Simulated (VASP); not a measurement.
# HgTe (P6_3mc) in VASP: a series of runs

The runs below take HgTe through single point, with PBEsol.

Everything below comes from runs of VASP 6.6.1. Logs are shortened: lines on timing, memory, paths and dates and some standing lists are left out, and cuts for length are marked.

## Step 1: The cell of the first run

It takes space group P6_3mc (No. 186, hexagonal). Conventional cell: a = 4.643 Å, b = 4.643 Å, c = 7.625 Å, α = 90.00°, β = 90.00°, γ = 120.00°. Within 3.8 Å of Hg (site symmetry 3m) lie 4 Te at 2.85 Å. Within 3.8 Å of Te (site symmetry 3m) lie 4 Hg at 2.85 Å.

## Step 2: Single point, PBEsol

The input, INCAR:

```
PREC = Accurate ; ENCUT = 500
EDIFF = 1E-6 ; ISMEAR = -1
SIGMA = 0.02 ; LREAL = False
LASPH = True ; NELM = 120
ALGO = Normal ; ISIF = 2
LWAVE = False ; LCHARG = True
GGA = PS ; LELF = True
LVHAR = True ; NBANDS = 26
GGA_COMPAT = False
```

The input, KPOINTS:

```
regular mesh
0
Gamma
  6 6 2
```

The input, POSCAR:

```
HgTe
1.0
    4.6426044299      0.0000000000      0.0000000000
   -2.3213022150      4.0206133760      0.0000000000
    0.0000000000      0.0000000000      7.6245015987
Hg Te
2 2
Direct
    0.3333333333      0.6666666667      0.0004981612
    0.6666666667      0.3333333333      0.5004981612
    0.3333333333      0.6666666667      0.3745018388
    0.6666666667      0.3333333333      0.8745018388
```

Potentials or basis: VASP PAW PBE potentials, release 64 (Hg, Te).

On the command line:

```bash
> cat potpaw_PBE.64/Hg/POTCAR potpaw_PBE.64/Te/POTCAR > POTCAR
> mpirun -np 1 vasp_std > vasp.out
```

OUTCAR:

```text
PREC = Accurate
   ENCUT = 500
   EDIFF = 1E-6
   ISMEAR = -1
   LREAL = False
   LASPH = True
   NELM = 120
   ISIF = 2
   GGA = PS

 ion  position               nearest neighbor table
   1  0.333  0.667  0.000-   4 2.85   4 2.85   4 2.85   3 2.85
   2  0.667  0.333  0.500-   3 2.85   3 2.85   3 2.85   4 2.85
   3  0.333  0.667  0.375-   2 2.85   2 2.85   2 2.85   1 2.85
   4  0.667  0.333  0.875-   1 2.85   1 2.85   1 2.85   2 2.85

  LATTYP: Found a hexagonal cell.
 ALAT       =     4.6426044299
 C/A-ratio  =     1.6422897350

  Lattice vectors:

 A1 = (   4.6426044299,   0.0000000000,   0.0000000000)
 A2 = (  -2.3213022150,   4.0206133760,   0.0000000000)
 A3 = (   0.0000000000,   0.0000000000,   7.6245015987)

Analysis of symmetry for initial positions (statically):
=====================================================================
 Subroutine PRICEL returns:
 Original cell was already a primitive cell.

 Routine SETGRP: Setting up the symmetry group for a
 hexagonal supercell.

 Subroutine GETGRP returns: Found 12 space group operations
 (whereof  6 operations were pure point group operations)
 out of a pool of 24 trial point group operations.

The static configuration has the point symmetry C_3v.
 The point group associated with its full space group is C_6v.

Analysis of symmetry for dynamics (positions and initial velocities):
=====================================================================
 Subroutine PRICEL returns:
 Original cell was already a primitive cell.

 Routine SETGRP: Setting up the symmetry group for a
 hexagonal supercell.

 Subroutine GETGRP returns: Found 12 space group operations
 (whereof  6 operations were pure point group operations)
 out of a pool of 24 trial point group operations.

The dynamic configuration has the point symmetry C_3v.
 The point group associated with its full space group is C_6v.

 Subroutine INISYM returns: Found 12 space group operations
 (whereof  6 operations are pure point group operations),
 and found     1 'primitive' translations

----------------------------------------------------------------------------------------

                                     Primitive cell

  volume of cell :     142.3198

  direct lattice vectors                    reciprocal lattice vectors
     4.642604430  0.000000000  0.000000000     0.215396340  0.124359135  0.000000000
    -2.321302215  4.020613376  0.000000000     0.000000000  0.248718269  0.000000000
     0.000000000  0.000000000  7.624501599     0.000000000  0.000000000  0.131156114

  length of vectors
     4.642604430  4.642604430  7.624501599     0.248718269  0.248718269  0.131156114

  position of ions in fractional coordinates (direct lattice)
     0.333333333  0.666666667  0.000498161
     0.666666667  0.333333333  0.500498161
     0.333333333  0.666666667  0.374501839
     0.666666667  0.333333333  0.874501839

  ion indices of the primitive-cell ions
   primitive index   ion index
                 1           1
                 2           2
                 3           3
                 4           4

----------------------------------------------------------------------------------------

 KPOINTS: regular mesh

Automatic generation of k-mesh.
 Grid dimensions read from file:
 generate k-points for:    6    6    2

 Generating k-lattice:

  Cartesian coordinates                     Fractional coordinates (reciprocal lattice)
     0.035899390  0.020726522  0.000000000     0.166666667  0.000000000  0.000000000
     0.000000000  0.041453045  0.000000000     0.000000000  0.166666667  0.000000000
     0.000000000  0.000000000  0.065578057     0.000000000  0.000000000  0.500000000

  Length of vectors
     0.041453045  0.041453045  0.065578057

  Shift w.r.t. Gamma in fractional coordinates (k-lattice)
     0.000000000  0.000000000  0.000000000

 Subroutine IBZKPT returns following result:
 ===========================================

 Found     14 irreducible k-points:

 Following reciprocal coordinates:
            Coordinates               Weight
  0.000000  0.000000  0.000000      1.000000
  0.166667  0.000000  0.000000      6.000000
  0.333333  0.000000  0.000000      6.000000
  0.500000  0.000000  0.000000      3.000000
  0.166667  0.166667  0.000000      6.000000
  0.333333  0.166667  0.000000     12.000000
  0.333333  0.333333  0.000000      2.000000
  0.000000  0.000000  0.500000      1.000000
  0.166667  0.000000  0.500000      6.000000
  0.333333  0.000000  0.500000      6.000000
  0.500000  0.000000  0.500000      3.000000
  0.166667  0.166667  0.500000      6.000000
  0.333333  0.166667  0.500000     12.000000
  0.333333  0.333333  0.500000      2.000000
   k-points           NKPTS =     14   k-points in BZ     NKDIM =     14   number of bands    NBANDS=     26
   number of dos      NEDOS =    301   number of ions     NIONS =      4
   total plane-waves  NPLWV =  72576
   dimension x,y,z NGX =    36 NGY =   36 NGZ =   56
   dimension x,y,z NGXF=    72 NGYF=   72 NGZF=  112
   ions per type =               2   2
   NGX,Y,Z   is equivalent  to a cutoff of  12.89, 12.89, 12.21 a.u.
   NGXF,Y,Z  is equivalent  to a cutoff of  25.78, 25.78, 24.42 a.u.
 SYSTEM =  unknown system
   PREC   = accura    normal or accurate (medium, high low for compatibility)
   ISTART =      0    job   : 0-new  1-cont  2-samecut
   ICHARG =      2    charge: 1-file 2-atom 10-const
   ISPIN  =      1    spin polarized calculation?
   LNONCOLLINEAR =      F non collinear calculations
   LSORBIT =      F    spin-orbit coupling
   LASPH  =      T    aspherical Exc in radial PAW
   ENCUT  =  500.0 eV  36.75 Ry    6.06 a.u.   8.46  8.46 13.90*2*pi/ulx,y,z
   NELM   =    120;   NELMIN=  2; NELMDL= -5     # of ELM steps
   EDIFF  = 0.1E-05   stopping-criterion for ELM
   LREAL  =      F    real-space projection
   EDIFFG = 0.1E-04   stopping-criterion for IOM
   NSW    =      0    number of steps for IOM
   IBRION =     -1    ionic relax: 0-MD 1-quasi-New 2-CG
   NFREE  =      0    steps in history (QN), initial steepest desc. (CG)
   ISIF   =      2    stress and relaxation
   ISYM   =      2    0-nonsym 1-usesym 2-fastsym
   POTIM  = 0.5000    time-step for ionic-motion
   TEBEG  =    0.0;   TEEND  =   0.0 temperature during run
   PSTRESS=    0.0 pullay stress
   NELECT =      36.0000    total number of electrons
   NUPDOWN=      -1.0000    fix difference up-down
   EMIN   =  10.00;   EMAX   =-10.00  energy-range for DOS
   EFERMI =   0.00;   METHOD = LEGACY
   ISMEAR =    -1;   SIGMA  =   0.02  broadening in eV -4-tet -1-fermi 0-gaus
   EFERMI_NEDOS =   21; number of points for ismear=-14 and -15
   IALGO  =     38    algorithm
   IMIX   =      4    mixing-type and parameters
     AMIX     =   0.40;   BMIX     =  1.00
     AMIX_MAG =   1.60;   BMIX_MAG =  1.00
  volume/ion in A,a.u.               =      35.58       240.11
  Fermi-wavevector in a.u.,A,eV,Ry     =   1.035350  1.956528 14.584759  1.071950
  Thomas-Fermi vector in A             =   2.169689
   LORBIT       =      0    0 simple, 1 ext, 2 COOP (PROOUT), +10 PAW based schemes
   GGA     = PS    functional components
   LHFCALC =     F    Hartree Fock is set to
   AEXX    =    0.0000 exact exchange contribution
   IVDW    =     0    specifies the selected vdW correction
   LEPSILON=     F    determine dielectric tensor
   LRPA    =     F    only Hartree local field effects (RPA)
 non-spin polarized calculation
  energy-cutoff  :      500.00
  volume of cell :      142.32
 maximum number of plane-waves:      3657
 NGX is ok and might be reduce to    36
   NGX = 17   NGY = 17   NGZ = 27

 number of electron      35.9999994 magnetization

 Free energy of the ion-electron system (eV)
  ---------------------------------------------------
  ext. energy  EPLUGINS =         0.00000000
  ---------------------------------------------------
  free energy    TOTEN  =        -8.70969446 eV

  energy without entropy =       -8.70887051  energy(sigma->0) =       -8.70928249

 E-fermi :   2.4267     XC(G=0):  -8.6924

 val. band max:        2.4259186046   @ k =   0.0000   0.0000   0.0000
 cond. band min:       2.9345839091   @ k =   0.0000   0.0000   0.0000
 fundamental gap:      0.5086653045
 Fermi energy:         2.4267068189

 k-point     1 :       0.0000    0.0000    0.0000
  band No.  band energies     occupation
      1      -9.2469      2.00000
      2      -8.7314      2.00000
      3      -4.6308      2.00000
      4      -4.6214      2.00000
      5      -4.6214      2.00000
      6      -4.5366      2.00000
[... 18 lines left out ...]
     25       7.8560      0.00000
     26       8.7200      0.00000

 k-point     2 :       0.1667    0.0000    0.0000
  band No.  band energies     occupation
      1      -9.1388      2.00000
      2      -8.6746      2.00000
      3      -4.6024      2.00000
      4      -4.5900      2.00000
      5      -4.5860      2.00000
      6      -4.4988      2.00000
[... 18 lines left out ...]
     25       8.5091      0.00000
     26       8.8336      0.00000

 k-point     3 :       0.3333    0.0000    0.0000
  band No.  band energies     occupation
      1      -8.8916      2.00000
      2      -8.5760      2.00000
      3      -4.5526      2.00000
      4      -4.5380      2.00000
      5      -4.4635      2.00000
      6      -4.3988      2.00000
[... 18 lines left out ...]
     25       8.9802      0.00000
     26       9.3350      0.00000

 k-point     4 :       0.5000    0.0000    0.0000
  band No.  band energies     occupation
      1      -8.7344      2.00000
      2      -8.5515      2.00000
      3      -4.5362      2.00000
      4      -4.5190      2.00000
      5      -4.3541      2.00000
      6      -4.3432      2.00000
[... 18 lines left out ...]
     25       9.5790      0.00000
     26      10.1761      0.00000
[... 206 lines left out ...]
      1      -8.7779      2.00000
      2      -8.7779      2.00000
      3      -4.5134      2.00000
      4      -4.5134      2.00000
      5      -4.4841      2.00000
      6      -4.4841      2.00000
[... 18 lines left out ...]
     25       8.4406      0.00000
     26       8.4406      0.00000

 k-point    13 :       0.3333    0.1667    0.5000
  band No.  band energies     occupation
      1      -8.6372      2.00000
      2      -8.6372      2.00000
      3      -4.4879      2.00000
      4      -4.4879      2.00000
      5      -4.4400      2.00000
      6      -4.4400      2.00000
[... 18 lines left out ...]
     25       8.9174      0.00000
     26       8.9174      0.00000

 k-point    14 :       0.3333    0.3333    0.5000
  band No.  band energies     occupation
      1      -8.5900      2.00000
      2      -8.5900      2.00000
      3      -4.4551      2.00000
      4      -4.4551      2.00000
      5      -4.4408      2.00000
      6      -4.4408      2.00000
[... 18 lines left out ...]
     25       9.4327      0.00000
     26       9.4327      0.00000

------------------------ aborting loop because EDIFF is reached ----------------------------------------

  FORCE on cell =-STRESS in cart. coord.  units (eV):
  Direction    XX          YY          ZZ          XY          YZ          ZX
  --------------------------------------------------------------------------------------
  -------------------------------------------------------------------------------------
  Total       -0.9144901     -0.9144901     -1.0356960      0.0000000      0.0000000      0.0000000
  in kB      -10.2949479    -10.2949479    -11.6594331      0.0000000      0.0000000      0.0000000
  external PRESSURE =     -10.7497763 kB  Pullay stress =       0.0000000 kB

 VOLUME and BASIS-vectors are now :
 -----------------------------------------------------------------------------
  energy-cutoff  :      500.00
  volume of cell :      142.32
      direct lattice vectors                 reciprocal lattice vectors
     4.642604430  0.000000000  0.000000000     0.215396340  0.124359135  0.000000000
    -2.321302215  4.020613376  0.000000000     0.000000000  0.248718269  0.000000000
     0.000000000  0.000000000  7.624501599     0.000000000  0.000000000  0.131156114

 POSITION                                       TOTAL-FORCE (eV/Angst)
 -----------------------------------------------------------------------------------
     -0.00000      2.68041      0.00380        -0.000000      0.000000      0.006762
      2.32130      1.34020      3.81605         0.000000     -0.000000      0.006762
     -0.00000      2.68041      2.85539         0.000000      0.000000     -0.006762
      2.32130      1.34020      6.66764         0.000000      0.000000     -0.006762
 -----------------------------------------------------------------------------------
    total drift:                               -0.000000      0.000000     -0.000259

  FREE ENERGIE OF THE ION-ELECTRON SYSTEM (eV)
  ---------------------------------------------------
  free  energy   TOTEN  =        -8.7096944642 eV

  energy  without entropy=       -8.7088705089  energy(sigma->0) =       -8.70928249
```

Wall time 70 s (1 thread of Intel Xeon 8259CL, shared host); peak memory 0.26 GiB.

Results:

```
Free energy            : -8.7097 eV
Pressure               : -1.1 GPa
Largest force          : 0.007 eV/Å
Band gap on the k mesh : zero (filled and empty bands touch)
```

Forces in eV/Å, atoms in the order of the input:
```
Hg   0.000  0.000  0.007
Hg   0.000  0.000  0.007
Te   0.000  0.000 -0.007
Te   0.000  0.000 -0.007
```

Stress tensor (GPa, compression positive):
```
-1.03  0.00  0.00
 0.00 -1.03  0.00
 0.00  0.00 -1.17
```

Levels at points of the mesh, in eV from the Fermi level:
```tsv
k point	band 14	band 15	band 16	band 17	band 18	band 19	band 20	band 21	band 22	band 23
(0.00, 0.00, 0.00)	-0.90	-0.90	-0.90	-0.08	0.00	0.00	0.51	4.24	4.24	4.41
(0.50, 0.00, 0.00)	-4.59	-2.94	-2.07	-1.51	-0.90	1.57	1.75	3.98	4.88	5.02
(0.00, 0.00, 0.50)	-3.32	-0.49	-0.49	-0.49	-0.49	0.87	0.87	4.73	4.73	4.74
(0.50, 0.00, 0.50)	-5.14	-1.64	-1.64	-1.54	-1.54	1.37	1.37	3.56	3.56	6.43
```

Caveat: the k points lie up to 0.41 Å⁻¹ apart; the PAW data sets were made with another functional, which shifts forces and pressure a little; spin-orbit coupling is left out, which moves the levels of the heavy elements.

## Step 3: Single point, PBEsol

The input, INCAR:

```
ALGO     = Normal         # electronic algorithm
EDIFF    = 1E-6           # SCF threshold, eV
ENCUT    = 500            # plane-wave cutoff, eV
GGA      = PS             # functional
GGA_COMPAT= F            
ISIF     = 2              # what is computed and relaxed
ISMEAR   = -1             # smearing method
LASPH    = T              # aspherical terms in the spheres
LCHARG   = F              # write CHGCAR
LREAL    = F              # projectors in reciprocal space
LWAVE    = F              # write WAVECAR
NBANDS   = 26             # bands
NELM     = 120            # most SCF steps
PREC     = Accurate       # precision mode
SIGMA    = 0.2            # smearing width, eV
```

The input, KPOINTS:

```
k-points
0
Gamma
  6 6 2
```

POSCAR is that of step 2.

Potentials or basis: VASP PAW PBE potentials, release 64 (Hg, Te).

On the command line:

```bash
> cat potpaw_PBE.64/Hg/POTCAR potpaw_PBE.64/Te/POTCAR > POTCAR
> mpirun -np 1 vasp_std > vasp.out
```

Run time: 44 s. Hardware: 1 thread of Intel Xeon 6975P-C, shared host; peak memory 0.27 GiB.

The run converged. Its results:

- Free energy: -8.7297 eV
- Pressure: -1.0 GPa
- Largest force: 0.003 eV/Å
- Band gap on the k mesh: zero (filled and empty bands touch)

Forces on the atoms (eV/Å):
```
Hg   0.000  0.000 -0.003
Hg   0.000  0.000 -0.003
Te   0.000  0.000  0.003
Te   0.000  0.000  0.003
```

Stress tensor (GPa, compression positive):
```
-0.96  0.00  0.00
 0.00 -0.96  0.00
 0.00  0.00 -1.16
```

Levels at points of the mesh, in eV from the Fermi level:
```
           k point  band 16  band 17  band 18  band 19  band 20  band 21
(0.00, 0.00, 0.00)    -1.16    -0.34    -0.26    -0.26     0.25     3.98
(0.50, 0.00, 0.00)    -2.33    -1.77    -1.16     1.32     1.49     3.72
(0.00, 0.00, 0.50)    -0.74    -0.74    -0.74     0.61     0.61     4.47
(0.50, 0.00, 0.50)    -1.89    -1.79    -1.79     1.11     1.11     3.30
```

Caveat: the k points lie up to 0.41 Å⁻¹ apart; the PAW data sets were made with another functional, which shifts forces and pressure a little; spin-orbit coupling is left out, which moves the levels of the heavy elements.

(Continued in part 2 of 2.)
